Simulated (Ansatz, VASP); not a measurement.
**Sb2Se3 in VASP and in Ansatz**

```
CELL_PARAMETERS angstrom
7.57410 0.00000 0.00000
0.00000 7.57410 0.00000
0.00000 0.00000 7.57410
ATOMIC_POSITIONS crystal
Sb 0.00000 0.50000 0.50000
Sb 0.50000 0.00000 0.50000
Sb 0.50000 0.50000 0.00000
Sb 0.00000 0.00000 0.00000
Se 0.34533 0.00000 0.00000
Se 0.65467 0.00000 0.00000
Se 0.00000 0.34533 0.00000
Se 0.00000 0.65467 0.00000
Se 0.00000 0.00000 0.34533
Se 0.00000 0.00000 0.65467
```

Alike in both runs: functional PBE; k mesh 2 × 2 × 2; occupations gaussian, width 0.15 eV; no spin polarisation.

Ansatz relaxed the structure, and its values are those at the end. VASP's run is a single point on that final structure, the one shown.

|  | VASP | Ansatz |
| --- | --- | --- |
| version | VASP 6.6.1 | Ansatz 0.2.0 |
| potentials or method | VASP PAW PBE potentials, release 64 (Sb, Se), cutoff 500 eV | scalar-relativistic, plane waves, PAW |
| valence electrons in the cell | 56 | 156 |

|  | VASP | Ansatz | Ansatz less VASP |
| --- | --- | --- | --- |
| gap on the k mesh at the Fermi level (eV) | none | none | - |
| pressure (GPa) | 0.1 | 0.1 | -0.02 |
| rms of the force components (eV/Å) | 0.013 | 0.015 | +0.0019 |

A gap of «none» marks a metal or a gap that the smearing closes. VASP's potentials hold 56 valence electrons a cell and Ansatz's 156, so a difference there can come from the potentials and not from the codes.

The k mesh is coarse, so the values compare programs but aren't converged. Spin-orbit coupling is off throughout.
